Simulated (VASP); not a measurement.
# SiC2 (P6/mmm) in VASP: notebook

SiC2 is run at these levels: PBE; tasks: single point.

Everything below comes from runs of VASP 6.6.1. Logs are shortened: lines on timing, memory, paths and dates and some standing lists are left out, and cuts for length are marked.

## 1. The cell of the first run

Symmetry: P6/mmm, No. 191, hexagonal system. Conventional cell: a = 2.474 Å, b = 2.474 Å, c = 8.454 Å, α = 90.00°, β = 90.00°, γ = 120.00°. Si (site symmetry 6/mmm) has 6 Si at 2.47 Å within 3.3 Å. Within 1.9 Å of C (site symmetry -6m2) lie 3 C at 1.43 Å.

## 2. Single point, PBE

Contents of INCAR:

```
SYSTEM = SiC2
ALGO = Normal ; EDIFF = 1E-6
ENCUT = 520 ; GGA = PE
ISIF = 2 ; ISMEAR = 0
LASPH = .TRUE. ; LCHARG = .FALSE.
LREAL = .FALSE. ; LWAVE = .FALSE.
NBANDS = 13 ; NELM = 60
PREC = Accurate ; SIGMA = 0.1
```

Contents of KPOINTS:

```
k-points
0
G
  6 6 4
  0 0 0
```

Contents of POSCAR:

```
SiC2
1.0
    2.4736564936      0.0000000000      0.0000000000
   -1.2368282468      2.1422493637      0.0000000000
    0.0000000000      0.0000000000      8.4537281864
Si C
1 2
Direct
    0.0000000000      0.0000000000      0.5000000000
    0.6666666667      0.3333333333      1.0000029993
    0.3333333333      0.6666666667     -0.0000029993
```

Potentials or basis: VASP PAW PBE potentials, release 64 (Si, C).

Launch:

```console
$ cat potpaw_PBE.64/Si/POTCAR potpaw_PBE.64/C/POTCAR > POTCAR
$ mpirun -np 1 vasp_std > vasp.out
```

OUTCAR:

```text
SYSTEM = SiC2
   EDIFF = 1E-6
   ENCUT = 520
   GGA = PE
   ISIF = 2
   ISMEAR = 0
   LASPH = .TRUE.
   LREAL = .FALSE.
   NELM = 60
   PREC = Accurate

 ion  position               nearest neighbor table
   1  0.000  0.000  0.500-
   2  0.667  0.333  0.000-   3 1.43   3 1.43   3 1.43
   3  0.333  0.667  1.000-   2 1.43   2 1.43   2 1.43

  LATTYP: Found a hexagonal cell.
 ALAT       =     2.4736564936
 C/A-ratio  =     3.4175028781

  Lattice vectors:

 A1 = (   2.4736564936,   0.0000000000,   0.0000000000)
 A2 = (  -1.2368282468,   2.1422493637,   0.0000000000)
 A3 = (   0.0000000000,   0.0000000000,   8.4537281864)

Analysis of symmetry for initial positions (statically):
=====================================================================
 Subroutine PRICEL returns:
 Original cell was already a primitive cell.

 Routine SETGRP: Setting up the symmetry group for a
 hexagonal supercell.

 Subroutine GETGRP returns: Found 24 space group operations
 (whereof 24 operations were pure point group operations)
 out of a pool of 24 trial point group operations.

The static configuration has the point symmetry D_6h.

Analysis of symmetry for dynamics (positions and initial velocities):
=====================================================================
 Subroutine PRICEL returns:
 Original cell was already a primitive cell.

 Routine SETGRP: Setting up the symmetry group for a
 hexagonal supercell.

 Subroutine GETGRP returns: Found 24 space group operations
 (whereof 24 operations were pure point group operations)
 out of a pool of 24 trial point group operations.

The dynamic configuration has the point symmetry D_6h.

 Subroutine INISYM returns: Found 24 space group operations
 (whereof 24 operations are pure point group operations),
 and found     1 'primitive' translations

----------------------------------------------------------------------------------------

                                     Primitive cell

  volume of cell :      44.7979

  direct lattice vectors                    reciprocal lattice vectors
     2.473656494  0.000000000  0.000000000     0.404259849  0.233399533  0.000000000
    -1.236828247  2.142249364  0.000000000     0.000000000  0.466799065  0.000000000
     0.000000000  0.000000000  8.453728186     0.000000000  0.000000000  0.118291005

  length of vectors
     2.473656494  2.473656494  8.453728186     0.466799065  0.466799065  0.118291005

  position of ions in fractional coordinates (direct lattice)
     0.000000000  0.000000000  0.500000000
     0.666666667  0.333333333  0.000002999
     0.333333333  0.666666667  0.999997001

  ion indices of the primitive-cell ions
   primitive index   ion index
                 1           1
                 2           2
                 3           3

----------------------------------------------------------------------------------------

 KPOINTS: k-points

Automatic generation of k-mesh.
 Grid dimensions read from file:
 generate k-points for:    6    6    4

 Generating k-lattice:

  Cartesian coordinates                     Fractional coordinates (reciprocal lattice)
     0.067376641  0.038899922  0.000000000     0.166666667 -0.000000000  0.000000000
     0.000000000  0.077799844  0.000000000     0.000000000  0.166666667  0.000000000
     0.000000000  0.000000000  0.029572751     0.000000000  0.000000000  0.250000000

  Length of vectors
     0.077799844  0.077799844  0.029572751

  Shift w.r.t. Gamma in fractional coordinates (k-lattice)
     0.000000000  0.000000000  0.000000000

 Subroutine IBZKPT returns following result:
 ===========================================

 Found     21 irreducible k-points:

 Following reciprocal coordinates:
            Coordinates               Weight
  0.000000  0.000000  0.000000      1.000000
  0.166667 -0.000000  0.000000      6.000000
  0.333333  0.000000  0.000000      6.000000
  0.500000 -0.000000  0.000000      3.000000
  0.166667  0.166667  0.000000      6.000000
  0.333333  0.166667  0.000000     12.000000
[... 13 lines left out ...]
  0.333333  0.166667  0.500000     12.000000
  0.333333  0.333333  0.500000      2.000000
   k-points           NKPTS =     21   k-points in BZ     NKDIM =     21   number of bands    NBANDS=     13
   number of dos      NEDOS =    301   number of ions     NIONS =      3
   total plane-waves  NPLWV =  20736
   dimension x,y,z NGX =    18 NGY =   18 NGZ =   64
   dimension x,y,z NGXF=    36 NGYF=   36 NGZF=  128
   ions per type =               1   2
   NGX,Y,Z   is equivalent  to a cutoff of  12.10, 12.10, 12.59 a.u.
   NGXF,Y,Z  is equivalent  to a cutoff of  24.19, 24.19, 25.17 a.u.
 SYSTEM =  SiC2
   PREC   = accura    normal or accurate (medium, high low for compatibility)
   ISTART =      0    job   : 0-new  1-cont  2-samecut
   ICHARG =      2    charge: 1-file 2-atom 10-const
   ISPIN  =      1    spin polarized calculation?
   LNONCOLLINEAR =      F non collinear calculations
   LSORBIT =      F    spin-orbit coupling
   LASPH  =      T    aspherical Exc in radial PAW
   ENCUT  =  520.0 eV  38.22 Ry    6.18 a.u.   4.60  4.60 15.72*2*pi/ulx,y,z
   NELM   =     60;   NELMIN=  2; NELMDL= -5     # of ELM steps
   EDIFF  = 0.1E-05   stopping-criterion for ELM
   LREAL  =      F    real-space projection
   EDIFFG = 0.1E-04   stopping-criterion for IOM
   NSW    =      0    number of steps for IOM
   IBRION =     -1    ionic relax: 0-MD 1-quasi-New 2-CG
   NFREE  =      0    steps in history (QN), initial steepest desc. (CG)
   ISIF   =      2    stress and relaxation
   ISYM   =      2    0-nonsym 1-usesym 2-fastsym
   POTIM  = 0.5000    time-step for ionic-motion
   TEBEG  =    0.0;   TEEND  =   0.0 temperature during run
   PSTRESS=    0.0 pullay stress
   NELECT =      12.0000    total number of electrons
   NUPDOWN=      -1.0000    fix difference up-down
   EMIN   =  10.00;   EMAX   =-10.00  energy-range for DOS
   EFERMI =   0.00;   METHOD = LEGACY
   ISMEAR =     0;   SIGMA  =   0.10  broadening in eV -4-tet -1-fermi 0-gaus
   EFERMI_NEDOS =   21; number of points for ismear=-14 and -15
   IALGO  =     38    algorithm
   IMIX   =      4    mixing-type and parameters
     AMIX     =   0.40;   BMIX     =  1.00
     AMIX_MAG =   1.60;   BMIX_MAG =  1.00
  volume/ion in A,a.u.               =      14.93       100.77
  Fermi-wavevector in a.u.,A,eV,Ry     =   1.055316  1.994259 15.152709  1.113693
  Thomas-Fermi vector in A             =   2.190510
   LORBIT       =      0    0 simple, 1 ext, 2 COOP (PROOUT), +10 PAW based schemes
   GGA     = PE    functional components
   LHFCALC =     F    Hartree Fock is set to
   AEXX    =    0.0000 exact exchange contribution
   IVDW    =     0    specifies the selected vdW correction
   LEPSILON=     F    determine dielectric tensor
   LRPA    =     F    only Hartree local field effects (RPA)
 non-spin polarized calculation
 Gauss-broadening in eV      SIGMA  =   0.10
  energy-cutoff  :      520.00
  volume of cell :       44.80
 maximum number of plane-waves:      1224
   NGX =  9   NGY =  9   NGZ = 31

 number of electron      11.9999997 magnetization

 Free energy of the ion-electron system (eV)
  ---------------------------------------------------
  ext. energy  EPLUGINS =         0.00000000
  ---------------------------------------------------
  free energy    TOTEN  =       -22.98888448 eV

  energy without entropy =      -22.97636380  energy(sigma->0) =      -22.98262414

 E-fermi :   3.5060     XC(G=0):  -8.8254

 val. band max:        3.5036261060   @ k =   0.3333   0.0000   0.0000
 cond. band min:       3.5248746143   @ k =   0.3333   0.3333   0.0000
 fundamental gap:      0.0212485082
 Fermi energy:         3.5060186760

 k-point     1 :       0.0000    0.0000    0.0000
  band No.  band energies     occupation
      1     -15.9418      2.00000
      2      -8.6361      2.00000
      3      -4.0459      2.00000
      4       0.1870      2.00000
      5       0.4393      2.00000
      6       0.4394      2.00000
      7       6.3577      0.00000
      8      11.6366      0.00000
      9      11.7427      0.00000
     10      11.7427      0.00000
     11      13.4584      0.00000
     12      14.8181      0.00000
     13      15.7871      0.00000

 k-point     2 :       0.1667   -0.0000    0.0000
  band No.  band energies     occupation
      1     -15.2915      2.00000
      2      -7.7633      2.00000
      3      -3.2724      2.00000
      4      -1.8372      2.00000
      5      -0.6789      2.00000
      6       1.0231      2.00000
      7       7.1815      0.00000
      8      11.6797      0.00000
      9      11.8657      0.00000
     10      12.3892      0.00000
     11      12.8089      0.00000
     12      14.2536      0.00000
     13      14.3760      0.00000

 k-point     3 :       0.3333    0.0000    0.0000
  band No.  band energies     occupation
      1     -13.3742      2.00000
      2      -6.1121      2.00000
      3      -5.1808      2.00000
      4      -2.2757      2.00000
      5      -1.0692      2.00000
      6       3.5036      1.02699
      7       4.7722      0.00000
      8       8.4093      0.00000
      9       9.8698      0.00000
     10      11.1197      0.00000
     11      13.3188      0.00000
     12      13.6367      0.00000
     13      14.7938      0.00000
[... 257 lines left out ...]
 k-point    20 :       0.3333    0.1667    0.5000
  band No.  band energies     occupation
      1     -11.5414      2.00000
      2      -7.8746      2.00000
      3      -4.5219      2.00000
      4      -2.6651      2.00000
      5       0.9062      2.00000
      6       2.3686      2.00000
      7       5.8243      0.00000
      8       6.0317      0.00000
      9       7.2449      0.00000
     10      11.1781      0.00000
     11      13.3942      0.00000
     12      13.5636      0.00000
     13      14.8229      0.00000

 k-point    21 :       0.3333    0.3333    0.5000
  band No.  band energies     occupation
      1      -9.0733      2.00000
      2      -9.0733      2.00000
      3      -6.9917      2.00000
      4       1.0271      2.00000
      5       1.0271      2.00000
      6       2.6723      2.00000
      7       3.5336      0.69604
      8       3.5336      0.69604
      9       8.4294      0.00000
     10      11.3156      0.00000
     11      11.3156      0.00000
     12      14.0569      0.00000
     13      16.9566      0.00000

------------------------ aborting loop because EDIFF is reached ----------------------------------------

  FORCE on cell =-STRESS in cart. coord.  units (eV):
  Direction    XX          YY          ZZ          XY          YZ          ZX
  --------------------------------------------------------------------------------------
  -------------------------------------------------------------------------------------
  Total        0.0607073      0.0607073      0.0633353      0.0000000      0.0000000      0.0000000
  in kB        2.1711690      2.1711690      2.2651606      0.0000000      0.0000000      0.0000000
  external PRESSURE =       2.2024995 kB  Pullay stress =       0.0000000 kB

 VOLUME and BASIS-vectors are now :
 -----------------------------------------------------------------------------
  energy-cutoff  :      520.00
  volume of cell :       44.80
      direct lattice vectors                 reciprocal lattice vectors
     2.473656494  0.000000000  0.000000000     0.404259849  0.233399533  0.000000000
    -1.236828247  2.142249364  0.000000000     0.000000000  0.466799065  0.000000000
     0.000000000  0.000000000  8.453728186     0.000000000  0.000000000  0.118291005

 POSITION                                       TOTAL-FORCE (eV/Angst)
 -----------------------------------------------------------------------------------
      0.00000      0.00000      4.22686         0.000000      0.000000      0.000000
      1.23683      0.71408      0.00003         0.000000      0.000000     -0.000000
     -0.00000      1.42817      8.45370         0.000000     -0.000000      0.000000
 -----------------------------------------------------------------------------------
    total drift:                               -0.000000      0.000000      0.000000

  FREE ENERGIE OF THE ION-ELECTRON SYSTEM (eV)
  ---------------------------------------------------
  free  energy   TOTEN  =       -22.9888844837 eV

  energy  without entropy=      -22.9763638010  energy(sigma->0) =      -22.98262414
```

Run time: 29 s. Hardware: 1 thread of Intel Xeon 8259CL, shared host; peak memory 0.15 GiB.

What came out:

* Free energy: -22.9889 eV
* Pressure: 0.2 GPa
* Band gap on the k mesh: 0.02 eV (least direct gap 0.85 eV)

Levels at points of the mesh, in eV from the valence-band top:
| k point | band 3 | band 4 | band 5 | band 6 | band 7 | band 8 | band 9 | band 10 |
| --- | --- | --- | --- | --- | --- | --- | --- | --- |
| (0.00, 0.00, 0.00) | -7.55 | -3.32 | -3.06 | -3.06 | 2.85 | 8.13 | 8.24 | 8.24 |
| (0.50, 0.00, 0.00) | -6.41 | -4.92 | -3.96 | -2.32 | 1.62 | 3.41 | 5.26 | 7.28 |
| (0.00, 0.00, 0.50) | -7.51 | -3.45 | -3.06 | -3.06 | 3.96 | 5.58 | 8.24 | 8.24 |
| (0.50, 0.00, 0.50) | -6.41 | -4.92 | -3.97 | -2.31 | 1.71 | 3.26 | 5.16 | 7.28 |

Caveat: the k points lie up to 0.49 Å⁻¹ apart; semilocal functionals underestimate gaps, and a narrow one can read as zero. A k mesh can miss the band edges.

## 3. Single point, PBE, collinear spin

Contents of INCAR:

```
SYSTEM = SiC2
PREC     = Accurate       ! precision mode
ENCUT    = 520            ! plane-wave cutoff, eV
EDIFF    = 1E-6           ! SCF threshold, eV
ISMEAR   = 0              ! smearing method
SIGMA    = 0.1            ! smearing width, eV
LREAL    = .False.        ! projectors in reciprocal space
LASPH    = .True.         ! aspherical terms in the spheres
NELM     = 150            ! most SCF steps
ALGO     = Normal         ! electronic algorithm
ISIF     = 2              ! what is computed and relaxed
LWAVE    = .False.        ! write WAVECAR
LCHARG   = .True.         ! write CHGCAR
ISPIN    = 2              ! spin polarisation
MAGMOM   = 0 1 1          ! initial moments
LORBIT   = 11             ! projections on sites
GGA      = PE             ! functional
LELF     = .True.         ! ELF
LVHAR    = .True.       
NBANDS   = 17             ! bands
```

Contents of KPOINTS:

```
Automatic mesh
0
Gamma
  6 6 2
  0 0 0
```

Contents of POSCAR:

```
SiC2
1.0
    2.4736564936      0.0000000000      0.0000000000
   -1.2368282468      2.1422493637      0.0000000000
    0.0000000000      0.0000000000      8.4537281864
Si C
1 2
Direct
    0.0000000000      0.0000000000      0.5000000000
    0.6666666667      0.3333333333      0.0000000000
    0.3333333333      0.6666666667      0.0000000000
```

Potentials or basis: VASP PAW PBE potentials, release 64 (Si, C).

Launch:

```console
$ cat potpaw_PBE.64/Si/POTCAR potpaw_PBE.64/C/POTCAR > POTCAR
$ mpirun -np 1 vasp_std > vasp.out
```

Wall time 34 s (1 thread of Intel Xeon 8259CL, shared host); peak memory 0.16 GiB.

The run converged. Its results:

```yaml
Free_energy: -22.9894 eV
Pressure: 0.2 GPa
Band_gap_on_the_k_mesh: 0.01 eV (least direct gap 0.84 eV)
Net_moment: 0.00 μB per cell
Valence_electrons_inside_the_program's_atomic_spheres: Si 1.61; C 2.63
```

Levels at points of the mesh, in eV from the valence-band top:
Spin up:
| k point | band 3 | band 4 | band 5 | band 6 | band 7 | band 8 | band 9 | band 10 |
| --- | --- | --- | --- | --- | --- | --- | --- | --- |
| (0.00, 0.00, 0.00) | -7.54 | -3.33 | -3.06 | -3.06 | 2.85 | 8.13 | 8.24 | 8.24 |
| (0.50, 0.00, 0.00) | -6.40 | -4.93 | -3.98 | -2.31 | 1.63 | 3.39 | 5.25 | 7.29 |
| (0.00, 0.00, 0.50) | -7.50 | -3.47 | -3.06 | -3.06 | 3.95 | 5.58 | 8.24 | 8.24 |
| (0.50, 0.00, 0.50) | -6.40 | -4.93 | -3.98 | -2.30 | 1.72 | 3.24 | 5.15 | 7.29 |
Spin down:
```csv
k point,band 2,band 3,band 4,band 5,band 6,band 7,band 8,band 9,band 10,band 11
"(0.00, 0.00, 0.00)",-12.15,-7.56,-3.32,-3.06,-3.06,2.85,8.13,8.24,8.24,9.95
"(0.50, 0.00, 0.00)",-13.18,-6.41,-4.92,-3.97,-2.33,1.61,3.41,5.26,7.28,9.11
"(0.00, 0.00, 0.50)",-12.15,-7.52,-3.45,-3.06,-3.06,3.96,5.58,8.24,8.24,11.30
"(0.50, 0.00, 0.50)",-13.18,-6.41,-4.93,-3.97,-2.32,1.70,3.26,5.16,7.28,9.11
```

Caveat: the k points lie up to 0.49 Å⁻¹ apart; semilocal functionals underestimate gaps, and a narrow one can read as zero. A k mesh can miss the band edges.
